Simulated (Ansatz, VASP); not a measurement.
# SnO2: VASP beside Ansatz

```
Sn O
1.0
     0.00000    4.52207    4.52207
     4.52207    0.00000    4.52207
     4.52207    4.52207    0.00000
Sn O
4 8
Direct
  0.14468 0.94787 0.60532
  0.62500 0.12500 0.12500
  0.12500 0.62500 0.12500
  0.12500 0.12500 0.12500
  0.89106 0.89106 0.89106
  0.89106 0.32683 0.89106
  0.89106 0.89106 0.32683
  0.32683 0.89106 0.89106
  0.92317 0.35894 0.35894
  0.35894 0.35894 0.92317
  0.35894 0.92317 0.35894
  0.35894 0.35894 0.35894
```

Alike in both runs: task single point; functional PBE; k mesh 6 × 6 × 6; occupations gaussian, width 0.05 eV; no spin polarisation.

|  | VASP | Ansatz |
| --- | --- | --- |
| version | VASP 6.6.1 | Ansatz 0.2.0 |
| potentials or method | VASP PAW PBE potentials, release 64 (Sn_d, O), cutoff 520 eV | scalar-relativistic, plane waves, PAW |
| valence electrons in the cell | 104 | 104 |

|  | VASP | Ansatz | Ansatz less VASP |
| --- | --- | --- | --- |
| gap on the k mesh at the Fermi level (eV) | none | none | - |
| pressure (GPa) | 15.7 | 16.1 | +0.45 |
| traceless stress, the component that is largest in VASP (GPa) | -25.35 | -26.63 | -1.280 |
| rms of the force components (eV/Å) | 6.268 | 6.707 | +0.4388 |

Atom by atom the forces differ by 0.469 eV/Å (rms over components). A gap of «none» marks a metal or a gap that the smearing closes. The functional is the same, so the differences come from potentials, cutoffs and numerics.
